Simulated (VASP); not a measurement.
Here is a VASP 6.6.1 calculation.

The input INCAR:

```
SYSTEM = TePb
PREC = Accurate
ENCUT = 520
EDIFF = 1E-6
ISMEAR = -1
SIGMA = 0.05
LREAL = .False.
LASPH = .True.
NELM = 150
ALGO = Normal
ISIF = 2
LWAVE = .False.
LCHARG = .False.
LNONCOLLINEAR = .True.
MAGMOM = 0 0 0 0 0 0
LORBIT = 11
LSORBIT = .True.
GGA_COMPAT = .False.
LORBMOM = .True.
GGA = PS
NBANDS = 32
```

Contents of KPOINTS:

```
Automatic mesh
0
Gamma
  7 7 7
  0 0 0
```

Contents of POSCAR:

```
TePb
1.0
    0.0000000000      3.2310000000      3.2310000000
    3.2310000000      0.0000000000      3.2310000000
    3.2310000000      3.2310000000      0.0000000000
Pb Te
1 1
Direct
    0.0000000000      0.0000000000      0.0000000000
    0.5000000000      0.5000000000      0.5000000000
```

Potentials or basis: VASP PAW PBE potentials, release 64 (Pb_d, Te).

The run is started by

```bash
$ cat potpaw_PBE.64/Pb_d/POTCAR potpaw_PBE.64/Te/POTCAR > POTCAR
$ mpirun -np 1 vasp_ncl > vasp.out
```

Problem. Predict the net moment.

Solution. 0.00 μB per cell.

Problem. Estimate the pressure.

Solution. -0.5 GPa.

Moments on the atoms (μB; x, y, z):
```
Pb  0.00 0.00 0.00
Te  0.00 0.00 0.00
```

Caveat: the PAW data sets were made with another functional, which shifts forces and pressure a little.
